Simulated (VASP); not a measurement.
A run of VASP 6.6.1:

The input INCAR:

```
ALGO     = Normal         # electronic algorithm
EDIFF    = 1E-6           # SCF threshold, eV
EDIFFG   = -0.02          # ionic threshold
ENCUT    = 520            # plane-wave cutoff, eV
GGA      = PE             # functional
IBRION   = 2              # ionic algorithm
ISIF     = 2              # what is computed and relaxed
ISMEAR   = -1             # smearing method
LASPH    = True           # aspherical terms in the spheres
LCHARG   = False          # write CHGCAR
LREAL    = False          # projectors in reciprocal space
LWAVE    = False          # write WAVECAR
NELM     = 60             # most SCF steps
NSW      = 80             # ionic steps
PREC     = Accurate       # precision mode
SIGMA    = 0.02           # smearing width, eV
```

Contents of KPOINTS:

```
k-points
0
Gamma
  6 6 6
```

POSCAR

```
Si3N4
1.0
   -3.2799515960      3.2799515960      3.2799515960
    3.2799515960     -3.2799515960      3.2799515960
    3.2799515960      3.2799515960     -3.2799515960
Si N
6 8
Direct
    0.2500000000      0.1250000000      0.8750000000
    0.8750000000      0.2500000000      0.1250000000
    0.7500000000      0.3750000000      0.6250000000
    0.6250000000      0.7500000000      0.3750000000
    0.1250000000      0.8750000000      0.2500000000
    0.3750000000      0.6250000000      0.7500000000
    0.5628000000      0.5628000000      0.5628000000
    0.4372000000      0.5000000000      0.0000000000
    0.5000000000      0.0000000000      0.9372000000
    0.0000000000      0.4372000000      0.5000000000
    0.9372000000      0.5000000000      0.0000000000
    0.0628000000      0.0628000000      0.0628000000
    0.0000000000      0.9372000000      0.5000000000
    0.5000000000      0.0000000000      0.4372000000
```

Potentials or basis: VASP PAW PBE potentials, release 64 (Si, N).

Command:

```console
$ cat potpaw_PBE.64/Si/POTCAR potpaw_PBE.64/N/POTCAR > POTCAR
$ mpirun -np 1 vasp_std > vasp.out
```

Hardware: 1 thread of Oxide Virtual Turin-like Processor, with other jobs on the host.

Problem. How long does it take, and how much memory?

Solution. Wall time 3.7 min on 1 thread of Oxide Virtual Turin-like Processor, on a shared host, peak memory 0.26 GiB. Counts: scf iterations 26, k points 16, ion steps 3.
